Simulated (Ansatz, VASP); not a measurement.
Al2O3 in VASP and in Ansatz

```
Al O
1.0
     2.93615    0.00000    0.00000
    -1.46808    2.54278    0.00000
     0.00000    0.00000    7.24703
Al O
2 3
Direct
  0.00000 0.00000 0.18094
  0.00000 0.00000 0.81906
  0.33333 0.66667 0.26801
  0.66667 0.33333 0.00000
  0.33333 0.66667 0.73199
```

Alike in both runs: task single point; functional r2SCAN; k mesh 12 × 12 × 4; occupations gaussian, width 0.05 eV; no spin polarisation.

```csv
,VASP,Ansatz
version,VASP 6.6.1,Ansatz 0.2.0
potentials or method,"VASP PAW PBE potentials, release 64 (Al, O), cutoff 520 eV","scalar-relativistic, plane waves, PAW"
valence electrons in the cell,24,24
```

```tsv
	VASP	Ansatz	Ansatz less VASP
gap on the k mesh at the Fermi level (eV)	4.64	4.68	+0.033
least direct gap on the mesh (eV)	4.79	4.82	+0.030
pressure (GPa)	-5.0	-4.8	+0.25
traceless stress, the component that is largest in VASP (GPa)	16.96	17.25	+0.290
rms of the force components (eV/Å)	0.490	0.487	-0.0031
```

VASP's potentials were made for PBE, not for r2SCAN. Atom by atom the forces differ by 0.015 eV/Å (rms over components).
